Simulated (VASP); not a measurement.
Write the native input for VASP 6.6.1 that does the following.

- Task: single point
- Functional: PBE
- Potentials or basis: VASP PAW PBE potentials, release 64 (B, N)
- Cutoff: 520 eV
- k mesh: 12 × 12 × 12
- Occupations: gaussian, width 0.05 eV
- Spin: no spin polarisation
- Dipole correction: no
- Further INCAR settings: ALGO = Normal; EDIFF = 1e-07; NBANDS = 11

The structure of BN lies in POSCAR:

```
BN
1.0
    0.0000000000      1.9138003215      1.6545347294
    1.6545347294      0.0000000000      1.6545347294
    1.6545347294      1.9138003215      0.0000000000
B N
1 1
Direct
    0.0000000000      0.0000000000      0.0000000000
    0.7500000000      0.7500000000      0.7500000000
```

This cell differs from its parent crystal: volume 5.239 Å^3 an atom, c/a of the conventional cell 1.1567.

These files were run (other wordings do the same):

INCAR

```
SYSTEM = BN
ALGO = Normal
EDIFF = 1E-7
ENCUT = 520
GGA = PE
ISIF = 2
ISMEAR = 0
LASPH = .True.
LCHARG = .False.
LREAL = .False.
LWAVE = .False.
NBANDS = 11
NELM = 60
PREC = Accurate
SIGMA = 0.05
```

KPOINTS

```
k-points
0
Gamma
  12 12 12
  0 0 0
```

Potentials or basis: VASP PAW PBE potentials, release 64 (B, N).

Command:

```bash
$ cat potpaw_PBE.64/B/POTCAR potpaw_PBE.64/N/POTCAR > POTCAR
$ mpirun -np 1 vasp_std > vasp.out
```

Results of the run:

- Pressure: 60.3 GPa
- Band gap on the k mesh: 3.11 eV, indirect (least direct gap 8.12 eV)

It took 29 s on 1 thread of Intel Xeon 8259CL, on a shared host, peak memory 0.13 GiB.
